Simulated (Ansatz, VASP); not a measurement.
# Rb: VASP beside Ansatz

Contents of INCAR:

```
PREC = Accurate ; ENCUT = 520
EDIFF = 1E-6 ; ISMEAR = -1
SIGMA = 0.1 ; LREAL = False
LASPH = True ; NELM = 100
ALGO = Normal ; ISIF = 2
LWAVE = False ; LCHARG = True
GGA = RP ; LELF = True
LVHAR = True ; NBANDS = 10
```

File KPOINTS:

```
Automatic mesh
0
Gamma
  8 8 8
```

File POSCAR:

```
Rb
1.0
    0.0000000000      3.7455949699      3.7455949699
    3.7455949699      0.0000000000      3.7455949699
    3.7455949699      3.7455949699      0.0000000000
Rb
1
Direct
    0.0000000000      0.0000000000      0.0000000000
```

Input for Ansatz:

```yaml
crystal:
  lattice:
    - [0.0, 3.7455949699, 3.7455949699]
    - [3.7455949699, 0.0, 3.7455949699]
    - [3.7455949699, 3.7455949699, 0.0]
  atoms:
    - { symbol: Rb, position: [0.0, 0.0, 0.0] }
hamiltonian:
  xc: rpbe
  pseudopotentials:
    kind: paw
    azcp:
      Rb: "pseudopotentials/Rb.paw.azcp"
basis:
  ecutwfc: 420
  fft_grid_basis: typed
kpoints:
  mp_grid: { grid: [8, 8, 8], shift: [0, 0, 0] }
magnetization:
  spin_polarized: false
scf:
  occupations: { method: fermi_dirac, width: 0.1 }
  lower_state_search: "off"
output:
  stress: true
```

Alike in both runs: task single point; functional RPBE; k mesh 8 × 8 × 8; occupations fermi-dirac, width 0.1 eV; no spin polarisation.

|  | VASP | Ansatz |
| --- | --- | --- |
| version | VASP 6.6.1 | Ansatz 0.2.0 |
| potentials or method | VASP PAW PBE potentials, release 64 (Rb_sv), cutoff 520 eV | plane waves (420 eV) with PAW, scalar-relativistic |
| valence electrons in the cell | 9 | 9 |

|  | VASP | Ansatz | Ansatz less VASP |
| --- | --- | --- | --- |
| pressure (GPa) | -0.1 | -0.1 | 0.00 |

VASP's potentials were made for PBE, not for RPBE. With one functional, cell and mesh, what is left measures potentials, basis and numerics.
